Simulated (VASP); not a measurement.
# Ta2H3 (P6/mmm) in VASP: notebook

Runs on Ta2H3. Level: PBE. Tasks: single point, relaxation of cell and atoms.

All numbers are computed with VASP 6.6.1; they aren't measurements. Logs are shortened: lines on timing, memory, paths and dates and some standing lists are left out, and cuts for length are marked.

## (1) The cell of the first run

The structure is hexagonal, space group P6/mmm (No. 191). Conventional cell: a = 2.899 Å, b = 2.899 Å, c = 6.748 Å, α = 90.00°, β = 90.00°, γ = 120.00°. Ta (site symmetry 6mm) has 7 H at 1.78 to 2.31 Å within 2.4 Å. H (site symmetry 6/mmm) has 2 Ta at 1.78 Å within 2.4 Å. Within 2.2 Å of H (site symmetry -6m2) lie 3 H at 1.67 Å.

## (2) Single point, PBE

Input file INCAR:

```
PREC = Accurate ; ENCUT = 520
EDIFF = 1E-6 ; ISMEAR = 0
SIGMA = 0.1 ; LREAL = False
LASPH = True ; NELM = 60
ALGO = Normal ; ISIF = 2
LWAVE = False ; LCHARG = True
GGA = PE ; LELF = True
LVHAR = True ; NBANDS = 20
```

Input file KPOINTS:

```
regular mesh
0
Gamma
  6 6 4
```

Input file POSCAR:

```
Ta2H3
1.0
    2.8990768932      0.0000000023      0.0000000000
   -1.4495384486      2.5106742359      0.0000000000
    0.0000000000      0.0000000000      6.7483378458
Ta H
2 3
Direct
    0.0000000000      0.0000000000      0.2359007195
    0.0000000000      0.0000000000      0.7640992805
    0.0000000000      0.0000000000      0.5000000000
    0.3333333333      0.6666666667      0.0000000000
    0.6666666667      0.3333333333      0.0000000000
```

Potentials or basis: VASP PAW PBE potentials, release 64 (Ta_pv, H).

On the command line:

```sh
cat potpaw_PBE.64/Ta_pv/POTCAR potpaw_PBE.64/H/POTCAR > POTCAR
mpirun -np 1 vasp_std > vasp.out
```

OUTCAR:

```text
PREC = Accurate
   ENCUT = 520
   EDIFF = 1E-6
   ISMEAR = 0
   LREAL = False
   LASPH = True
   NELM = 60
   ISIF = 2
   GGA = PE

 ion  position               nearest neighbor table
   1  0.000  0.000  0.236-   3 1.78   2 3.18   2 3.56
   2  0.000  0.000  0.764-   3 1.78   1 3.18   1 3.56
   3  0.000  0.000  0.500-   1 1.78   2 1.78
   4  0.333  0.667  0.000-
   5  0.667  0.333  0.000-

  LATTYP: Found a hexagonal cell.
 ALAT       =     2.8990768932
 C/A-ratio  =     2.3277540039

  Lattice vectors:

 A1 = (   2.8990768932,   0.0000000023,   0.0000000000)
 A2 = (  -1.4495384486,   2.5106742359,   0.0000000000)
 A3 = (   0.0000000000,   0.0000000000,   6.7483378458)

Analysis of symmetry for initial positions (statically):
=====================================================================
 Subroutine PRICEL returns:
 Original cell was already a primitive cell.

 Routine SETGRP: Setting up the symmetry group for a
 hexagonal supercell.

 Subroutine GETGRP returns: Found 24 space group operations
 (whereof 24 operations were pure point group operations)
 out of a pool of 24 trial point group operations.

The static configuration has the point symmetry D_6h.

Analysis of symmetry for dynamics (positions and initial velocities):
=====================================================================
 Subroutine PRICEL returns:
 Original cell was already a primitive cell.

 Routine SETGRP: Setting up the symmetry group for a
 hexagonal supercell.

 Subroutine GETGRP returns: Found 24 space group operations
 (whereof 24 operations were pure point group operations)
 out of a pool of 24 trial point group operations.

The dynamic configuration has the point symmetry D_6h.

 Subroutine INISYM returns: Found 24 space group operations
 (whereof 24 operations are pure point group operations),
 and found     1 'primitive' translations

----------------------------------------------------------------------------------------

                                     Primitive cell

  volume of cell :      49.1187

  direct lattice vectors                    reciprocal lattice vectors
     2.899076893  0.000000002  0.000000000     0.344937384  0.199149692  0.000000000
    -1.449538449  2.510674236  0.000000000    -0.000000000  0.398299383  0.000000000
[... 86 lines left out ...]
   NELM   =     60;   NELMIN=  2; NELMDL= -5     # of ELM steps
   EDIFF  = 0.1E-05   stopping-criterion for ELM
   LREAL  =      F    real-space projection
   EDIFFG = 0.1E-04   stopping-criterion for IOM
   NSW    =      0    number of steps for IOM
   IBRION =     -1    ionic relax: 0-MD 1-quasi-New 2-CG
   NFREE  =      0    steps in history (QN), initial steepest desc. (CG)
   ISIF   =      2    stress and relaxation
   ISYM   =      2    0-nonsym 1-usesym 2-fastsym
   POTIM  = 0.5000    time-step for ionic-motion
   TEBEG  =    0.0;   TEEND  =   0.0 temperature during run
   PSTRESS=    0.0 pullay stress
   NELECT =      25.0000    total number of electrons
   NUPDOWN=      -1.0000    fix difference up-down
   EMIN   =  10.00;   EMAX   =-10.00  energy-range for DOS
   EFERMI =   0.00;   METHOD = LEGACY
   ISMEAR =     0;   SIGMA  =   0.10  broadening in eV -4-tet -1-fermi 0-gaus
   EFERMI_NEDOS =   21; number of points for ismear=-14 and -15
   IALGO  =     38    algorithm
   IMIX   =      4    mixing-type and parameters
     AMIX     =   0.40;   BMIX     =  1.00
     AMIX_MAG =   1.60;   BMIX_MAG =  1.00
  volume/ion in A,a.u.               =       9.82        66.29
  Fermi-wavevector in a.u.,A,eV,Ry     =   1.307091  2.470044 23.245379  1.708487
  Thomas-Fermi vector in A             =   2.437849
   LORBIT       =      0    0 simple, 1 ext, 2 COOP (PROOUT), +10 PAW based schemes
   GGA     = PE    functional components
   LHFCALC =     F    Hartree Fock is set to
   AEXX    =    0.0000 exact exchange contribution
   IVDW    =     0    specifies the selected vdW correction
   LEPSILON=     F    determine dielectric tensor
   LRPA    =     F    only Hartree local field effects (RPA)
 non-spin polarized calculation
 Gauss-broadening in eV      SIGMA  =   0.10
  energy-cutoff  :      520.00
  volume of cell :       49.12
 maximum number of plane-waves:      1357
 NGX is ok and might be reduce to    24
   NGX = 11   NGY = 11   NGZ = 25

 number of electron      24.9999997 magnetization

 Free energy of the ion-electron system (eV)
  ---------------------------------------------------
  ext. energy  EPLUGINS =         0.00000000
  ---------------------------------------------------
  free energy    TOTEN  =       -30.56125372 eV

  energy without entropy =      -30.54743212  energy(sigma->0) =      -30.55434292

 E-fermi :   4.7861     XC(G=0): -11.6897

 val. band max:        4.7540076376   @ k =   0.3333   0.0000   0.0000
 cond. band min:       4.8011897211   @ k =   0.3333   0.3333   0.2500
 fundamental gap:      0.0471820835
 Fermi energy:         4.7860527587

 k-point     1 :       0.0000    0.0000    0.0000
  band No.  band energies     occupation
      1     -30.1025      2.00000
      2     -29.8435      2.00000
      3     -29.2165      2.00000
      4     -29.2165      2.00000
      5     -29.2024      2.00000
      6     -29.2024      2.00000
[... 472 lines left out ...]
     19      10.7438      0.00000
     20      11.1064      0.00000

------------------------ aborting loop because EDIFF is reached ----------------------------------------

  FORCE on cell =-STRESS in cart. coord.  units (eV):
  Direction    XX          YY          ZZ          XY          YZ          ZX
  --------------------------------------------------------------------------------------
  -------------------------------------------------------------------------------------
  Total       -0.0642032     -0.0642032      0.0307160      0.0000000      0.0000000     -0.0000000
  in kB       -2.0942121     -2.0942121      1.0019106      0.0000000      0.0000000     -0.0000000
  external PRESSURE =      -1.0621712 kB  Pullay stress =       0.0000000 kB

 VOLUME and BASIS-vectors are now :
 -----------------------------------------------------------------------------
  energy-cutoff  :      520.00
  volume of cell :       49.12
      direct lattice vectors                 reciprocal lattice vectors
     2.899076893  0.000000002  0.000000000     0.344937384  0.199149692  0.000000000
    -1.449538449  2.510674236  0.000000000    -0.000000000  0.398299383  0.000000000
     0.000000000  0.000000000  6.748337846     0.000000000  0.000000000  0.148184638

 POSITION                                       TOTAL-FORCE (eV/Angst)
 -----------------------------------------------------------------------------------
      0.00000      0.00000      1.59194         0.000000      0.000000      0.005200
      0.00000      0.00000      5.15640         0.000000     -0.000000     -0.005200
      0.00000      0.00000      3.37417         0.000000     -0.000000      0.000000
     -0.00000      1.67378      0.00000         0.000000      0.000000      0.000000
      1.44954      0.83689      0.00000        -0.000000     -0.000000      0.000000
 -----------------------------------------------------------------------------------
    total drift:                                0.000000      0.000000     -0.000000

  FREE ENERGIE OF THE ION-ELECTRON SYSTEM (eV)
  ---------------------------------------------------
  free  energy   TOTEN  =       -30.5612537231 eV

  energy  without entropy=      -30.5474321153  energy(sigma->0) =      -30.55434292
```

stdout:

```text
POSCAR found type information on POSCAR TaH
 POSCAR found :  2 types and       5 ions
 scaLAPACK will be used
 LDA part: xc-table for (Slater+PW92), standard interpolation
 POSCAR, INCAR and KPOINTS ok, starting setup
 FFT: planning ... GRIDC
 FFT: planning ... GRID_SOFT
 FFT: planning ... GRID
 WAVECAR not read
 entering main loop
```

Run time: 19 s. Hardware: 1 thread of Intel Xeon 6975P-C, shared host; peak memory 0.18 GiB.

What came out:

```yaml
Free_energy: -30.5613 eV
Pressure: -0.1 GPa
Largest_force: 0.005 eV/Å
```

Forces on the atoms (eV/Å):
```
Ta   0.000  0.000  0.005
Ta   0.000  0.000 -0.005
H    0.000  0.000  0.000
H    0.000  0.000  0.000
H    0.000  0.000  0.000
```

Stress tensor (GPa, compression positive):
```
-0.21  0.00  0.00
 0.00 -0.21  0.00
 0.00  0.00  0.10
```

Caveat: the k points lie up to 0.42 Å⁻¹ apart; spin-orbit coupling is left out, which moves the levels of the heavy elements.

## (3) Relaxation of cell and atoms, PBE

This run uses another cell than the first one, of 13.80 Å³/atom, 1.405 times its volume.

Input file INCAR:

```
PREC = Accurate ; ENCUT = 600
EDIFF = 1E-7 ; ISMEAR = 0
SIGMA = 0.1 ; LREAL = False
LASPH = True ; NELM = 80
ALGO = Normal ; ISIF = 3
LWAVE = False ; LCHARG = False
GGA = PE ; IBRION = 2
NSW = 90 ; EDIFFG = -0.04
```

Input file KPOINTS:

```
Automatic mesh
0
Gamma
  6 6 4
```

Input file POSCAR:

```
Ta2H3
1.0
    3.5856031300      0.0000000000      0.0000000000
   -1.7928015700      3.1052234000      0.0000000000
    0.0000000000      0.0000000000      6.1971733100
Ta H
2 3
Direct
    0.0000000000      0.0000000000      0.2756286800
    0.0000000000      0.0000000000      0.7243713200
    0.0000000000      0.0000000000      0.5000000000
    0.3333333300      0.6666666700      0.0000000000
    0.6666666700      0.3333333300      0.0000000000
```

Potentials or basis: VASP PAW PBE potentials, release 64 (Ta_pv, H).

On the command line:

```sh
cat potpaw_PBE.64/Ta_pv/POTCAR potpaw_PBE.64/H/POTCAR > POTCAR
mpirun -np 1 vasp_std > vasp.out
```

OUTCAR:

```text
PREC = Accurate
   ENCUT = 600
   EDIFF = 1E-7
   ISMEAR = 0
   LREAL = False
   LASPH = True
   NELM = 80
   ISIF = 3
   GGA = PE
   IBRION = 2
   NSW = 90
   EDIFFG = -0.04

 ion  position               nearest neighbor table
   1  0.000  0.000  0.276-   3 1.39   2 2.78   2 3.42
   2  0.000  0.000  0.724-   3 1.39   1 2.78   1 3.42
   3  0.000  0.000  0.500-   1 1.39   2 1.39
   4  0.333  0.667  0.000-
   5  0.667  0.333  0.000-

  LATTYP: Found a hexagonal cell.
 ALAT       =     3.5856031300
 C/A-ratio  =     1.7283489235

  Lattice vectors:

 A1 = (   3.5856031300,   0.0000000000,   0.0000000000)
 A2 = (  -1.7928015700,   3.1052234000,   0.0000000000)
 A3 = (   0.0000000000,   0.0000000000,   6.1971733100)

Analysis of symmetry for initial positions (statically):
=====================================================================
 Subroutine PRICEL returns:
 Original cell was already a primitive cell.

 Routine SETGRP: Setting up the symmetry group for a
 hexagonal supercell.

 Subroutine GETGRP returns: Found 24 space group operations
 (whereof 24 operations were pure point group operations)
 out of a pool of 24 trial point group operations.

The static configuration has the point symmetry D_6h.

[... 174 lines left out ...]
  external PRESSURE =     -69.3367797 kB  Pullay stress =       0.0000000 kB
[... 65 lines left out ...]
--------------------------------------- Ionic step        3  -------------------------------------------

 number of electron      25.0000004 magnetization

 E-fermi :   2.9732     XC(G=0): -10.5476

 val. band max:        2.9272235386   @ k =   0.0000   0.0000   0.5000
 cond. band min:       3.0146543849   @ k =   0.3333   0.0000   0.2500
 fundamental gap:      0.0874308463
 Fermi energy:         2.9731935133

 k-point     1 :       0.0000    0.0000    0.0000
  band No.  band energies     occupation
      1     -32.2357      2.00000
      2     -31.8526      2.00000
      3     -31.7829      2.00000
      4     -31.7829      2.00000
      5     -31.7484      2.00000
      6     -31.7484      2.00000
[... 420 lines left out ...]
  FREE ENERGIE OF THE ION-ELECTRON SYSTEM (eV)
  ---------------------------------------------------
  free  energy   TOTEN  =       -29.7138680358 eV

  energy  without entropy=      -29.6993910376  energy(sigma->0) =      -29.70662954

[... ionic steps 4 to 10 ...]

--------------------------------------- Ionic step       11  -------------------------------------------

 number of electron      25.0000003 magnetization

------------------------ aborting loop because EDIFF is reached ----------------------------------------
[... 73 lines left out ...]
--------------------------------------- Ionic step       13  -------------------------------------------

 number of electron      25.0000002 magnetization

 Free energy of the ion-electron system (eV)
  ---------------------------------------------------
  ext. energy  EPLUGINS =         0.00000000
  ---------------------------------------------------
  free energy    TOTEN  =       -30.53259262 eV

  energy without entropy =      -30.52528468  energy(sigma->0) =      -30.52893865

 E-fermi :   4.7387     XC(G=0): -11.5573

 val. band max:        4.6513313634   @ k =   0.0000   0.0000   0.5000
 cond. band min:       4.7674435186   @ k =   0.3333   0.3333   0.5000
 fundamental gap:      0.1161121552
 Fermi energy:         4.7387176186

 k-point     1 :       0.0000    0.0000    0.0000
  band No.  band energies     occupation
      1     -30.4235      2.00000
      2     -29.9819      2.00000
      3     -29.6549      2.00000
      4     -29.6549      2.00000
      5     -29.6215      2.00000
      6     -29.6215      2.00000
[... 420 lines left out ...]
  FREE ENERGIE OF THE ION-ELECTRON SYSTEM (eV)
  ---------------------------------------------------
  free  energy   TOTEN  =       -30.5325926177 eV

  energy  without entropy=      -30.5252846783  energy(sigma->0) =      -30.52893865

 reached required accuracy - stopping structural energy minimisation
```

OSZICAR:

```text
N       E                     dE             d eps       ncg     rms          rms(c)
DAV:   1     0.181938612258E+03    0.18194E+03   -0.14717E+04   672   0.159E+03
DAV:   2    -0.214630425477E+02   -0.20340E+03   -0.20253E+03   808   0.388E+02
DAV:   3    -0.280497461285E+02   -0.65867E+01   -0.63710E+01   936   0.613E+01
[... 142 lines left out ...]
DAV:   3    -0.305325939411E+02    0.22311E-03   -0.11274E-03   840   0.164E-01    0.339E-02
DAV:   4    -0.305325937753E+02    0.16581E-06   -0.49080E-05   696   0.428E-02    0.281E-02
DAV:   5    -0.305325931555E+02    0.61975E-06   -0.79630E-06   768   0.181E-02    0.811E-03
DAV:   6    -0.305325926552E+02    0.50027E-06   -0.19684E-06   760   0.699E-03    0.283E-03
DAV:   7    -0.305325926177E+02    0.37577E-07   -0.14492E-07   416   0.254E-03
  13 F= -.30532593E+02 E0= -.30528939E+02  d E =-.327123E-03
```

CONTCAR:

```text
Ta2H3
   1.00000000000000
     2.9771815017994223    0.0000000008693922    0.0000000000000000
    -1.4885907542983723    2.5783148126108388    0.0000000000000000
     0.0000000000000000    0.0000000000000000    6.5480005461960218
  Ta              H
     2     3
Direct
     0.0000000000000000    0.0000000000000000    0.2229730198233266
     0.0000000000000000    0.0000000000000000    0.7770269801766734
     0.0000000000000000    0.0000000000000000    0.5000000000000000
     0.3333333300000021    0.6666666699999979    0.0000000000000000
     0.6666666699999979    0.3333333300000021    0.0000000000000000

  0.00000000E+00  0.00000000E+00  0.00000000E+00
  0.00000000E+00  0.00000000E+00  0.00000000E+00
  0.00000000E+00  0.00000000E+00  0.00000000E+00
  0.00000000E+00  0.00000000E+00  0.00000000E+00
  0.00000000E+00  0.00000000E+00  0.00000000E+00
```

Wall time 5.1 min (1 thread of Intel Xeon 6975P-C, shared host); peak memory 0.23 GiB.

Results:

- Free energy: -30.5326 eV
- Relaxed volume: 10.05 Å³/atom
- Relaxed cell: a = 2.977 Å, b = 2.977 Å, c = 6.548 Å, α = 90.00°, β = 90.00°, γ = 120.00°
- Space group after relaxing (to 0.05 Å): P6/mmm (No. 191)
- Energy gained by relaxing: 1192.7 meV/atom
- Ionic steps: 13
- Pressure after relaxing: 0.1 GPa
- Largest force after relaxing: 0.023 eV/Å

Forces on the atoms (eV/Å):
```
Ta   0.000  0.000 -0.023
Ta   0.000  0.000  0.023
H    0.000  0.000  0.000
H    0.000  0.000  0.000
H    0.000  0.000  0.000
```

Stress tensor (GPa, compression positive):
```
 0.15  0.00  0.00
 0.00  0.15  0.00
 0.00  0.00 -0.14
```

Step by step:
| step | energy change (eV) | largest force (eV/Å) | pressure (GPa) | volume (Å³) |
| --- | --- | --- | --- | --- |
| 1 | 0.0000 | 9.2311 | -6.93 | 69.00 |
| 2 | -5.1482 | 0.3082 | -17.26 | 61.78 |
| 3 | -5.1449 | 0.2577 | -17.52 | 61.87 |
| 4 | -5.5254 | 2.9995 | 9.46 | 50.07 |
| 5 | -5.6527 | 1.9086 | -1.85 | 53.55 |
| 6 | -5.8991 | 0.8883 | -0.34 | 51.26 |
| 7 | -5.9058 | 0.2313 | 5.50 | 47.88 |
| 8 | -5.9564 | 0.0550 | 2.53 | 49.36 |
| 9 | -5.9578 | 0.1845 | 1.98 | 49.67 |
| 10 | -5.9579 | 0.1508 | 2.11 | 49.60 |
| 11 | -5.9617 | 0.0975 | -1.22 | 50.64 |
| 12 | -5.9633 | 0.0132 | -0.08 | 50.27 |
| 13 | -5.9636 | 0.0226 | 0.05 | 50.26 |

Final structure:
```
CELL_PARAMETERS angstrom
2.97718 0.00000 0.00000
-1.48859 2.57831 0.00000
0.00000 0.00000 6.54800
ATOMIC_POSITIONS crystal
Ta 0.00000 0.00000 0.22297
Ta 0.00000 0.00000 0.77703
H 0.00000 0.00000 0.50000
H 0.33333 0.66667 0.00000
H 0.66667 0.33333 0.00000
```

Caveat: the volume moved by over 15 % at a fixed basis, so the end points are rough; spin-orbit coupling is left out, which moves the levels of the heavy elements.
